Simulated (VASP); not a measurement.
A run of VASP 6.6.1 is set up as follows.

The input INCAR:

```
SYSTEM = SnSe
PREC = Accurate
ENCUT = 520
EDIFF = 1E-6
ISMEAR = 0
SIGMA = 0.01
LREAL = .False.
LASPH = .True.
NELM = 80
ALGO = Normal
ISIF = 2
LWAVE = .False.
LCHARG = .False.
NBANDS = 17
```

The input KPOINTS:

```
Automatic mesh
0
Gamma
  6 6 6
  0 0 0
```

The input POSCAR:

```
SnSe
1.0
    0.0000000000      2.9897980490      2.9897980490
    2.9897980490      0.0000000000      2.9897980490
    2.9897980490      2.9897980490      0.0000000000
Sn Se
1 1
Direct
    0.0000000000      0.0000000000      0.0000000000
    0.5000000000      0.5000000000      0.5000000000
```

Potentials or basis: VASP PAW LDA potentials, release 64 (Sn_d, Se).

Launch:

```bash
$ cat potpaw_LDA.64/Sn_d/POTCAR potpaw_LDA.64/Se/POTCAR > POTCAR
$ mpirun -np 1 vasp_std > vasp.out
```

Predict the band gap on the k mesh.

0.71 eV, direct.

What does it give for the pressure?

-2.6 GPa.

Caveat: spin-orbit coupling is left out, which moves the levels of the heavy elements. A k mesh can miss the band edges.
